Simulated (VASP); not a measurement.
Write the native input for VASP 6.6.1 that does the following.

```
Task                   : single point
Functional             : PBE
Potentials or basis    : VASP PAW PBE potentials, release 64 (Mn_pv, H)
Cutoff                 : 520 eV
k mesh                 : 4 × 4 × 2
Occupations            : gaussian, width 0.15 eV
Spin                   : collinear spin, ferromagnetic start
Starting moments       : [4.0, 0.0, 0.0, 0.0, 0.0] μB
Dipole correction      : no
Further INCAR settings : ALGO = Normal; EDIFF = 1e-07; NBANDS = 20
```

The structure of MnH4 lies in POSCAR:

```
MnH4
1.0
    1.8619778013     -1.8664726623      0.0000000000
    1.8619778013      1.8664726623      0.0000000000
    0.0000000000      0.0000000000      5.4344040070
Mn H
1 4
Direct
    0.5000000000      0.5000000000      0.0000000000
    0.5000000000      0.0000000000      0.8020525708
    0.0000000000      0.5000000000      0.1979474292
    0.5000000000      0.0000000000      0.1979474292
    0.0000000000      0.5000000000      0.8020525708
```

One way to write it, as run:

INCAR

```
  ALGO = Normal
  EDIFF = 1E-7
  ENCUT = 520
  GGA = PE
  ISIF = 2
  ISMEAR = 0
  ISPIN = 2
  LASPH = T
  LCHARG = F
  LMAXMIX = 4
  LORBIT = 11
  LREAL = F
  LWAVE = F
  MAGMOM = 4 0 0 0 0
  NBANDS = 20
  NELM = 150
  PREC = Accurate
  SIGMA = 0.15
```

KPOINTS

```
k-points
0
Gamma
  4 4 2
```

Potentials or basis: VASP PAW PBE potentials, release 64 (Mn_pv, H).

Run with:

```console
$ cat potpaw_PBE.64/Mn_pv/POTCAR potpaw_PBE.64/H/POTCAR > POTCAR
$ mpirun -np 1 vasp_std > vasp.out
```

Results of the run:

| Item | Value |
| --- | --- |
| Pressure | -0.2 GPa |
| Net moment | 1.87 μB per cell |
| Site moments | Mn +1.98; H -0.03 μB |
| Valence electrons inside the program's atomic spheres | Mn 11.95; H 0.54 |

Caveat: the k points lie up to 0.60 Å⁻¹ apart.

It took 17 s on 1 thread of Intel(R) Xeon(R) Platinum 8488C (Sapphire Rapids), on a shared host, peak memory 0.16 GiB.
